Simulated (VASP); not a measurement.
Wanted: the native input for a VASP 6.6.1 run.

```yaml
Task: single point
Functional: PBE
Potentials_or_basis: VASP PAW PBE potentials, release 64 (Be, Rh_pv)
Cutoff: 520 eV
k_mesh: 6 × 6 × 6
Occupations: gaussian, width 0.1 eV
Spin: no spin polarisation
Dipole_correction: no
Further_INCAR_settings: ALGO = Normal; EDIFF = 1e-06; NBANDS = 41
```

The structure of BeRh2 lies in POSCAR:

```
BeRh2
1.0
   -1.9046789837      1.9046789837      4.7876131706
    1.9046789837     -1.9046789837      4.7876131706
    1.9046789837      1.9046789837     -4.7876131706
Be Rh
2 4
Direct
    0.0000000000      0.0000000000      0.0000000000
    0.7500000000      0.2500000000      0.5000000000
    0.2066000000      0.2066000000      0.0000000000
    0.9566000000      0.4566000000      0.5000000000
    0.5434000000      0.0434000000      0.5000000000
    0.7934000000      0.7934000000      0.0000000000
```

These files were run (other wordings do the same):

INCAR

```
SYSTEM = BeRh2
  ALGO = Normal
  EDIFF = 1E-6
  ENCUT = 520
  GGA = PE
  ISIF = 2
  ISMEAR = 0
  LASPH = .TRUE.
  LCHARG = .TRUE.
  LELF = .TRUE.
  LREAL = .FALSE.
  LVHAR = .TRUE.
  LWAVE = .FALSE.
  NBANDS = 41
  NELM = 60
  PREC = Accurate
  SIGMA = 0.1
```

KPOINTS

```
k-points
0
G
  6 6 6
  0 0 0
```

Potentials or basis: VASP PAW PBE potentials, release 64 (Be, Rh_pv).

Run with:

```sh
$ cat potpaw_PBE.64/Be/POTCAR potpaw_PBE.64/Rh_pv/POTCAR > POTCAR
$ mpirun -np 1 vasp_std > vasp.out
```

Results of the run:

The pressure is 62.9 GPa. The largest force is 5.083 eV/Å. The band gap on the k mesh is zero (bands 32 and 33 overlap by 0.34 eV).

Caveat: the cell stands under pressure; forces of over 1 eV/Å act on the atoms, so gaps and moduli don't describe the material at rest.

It took 68 s on 1 thread of Intel(R) Xeon(R) 6975P-C (Granite Rapids) (shared host), peak memory 0.26 GiB.
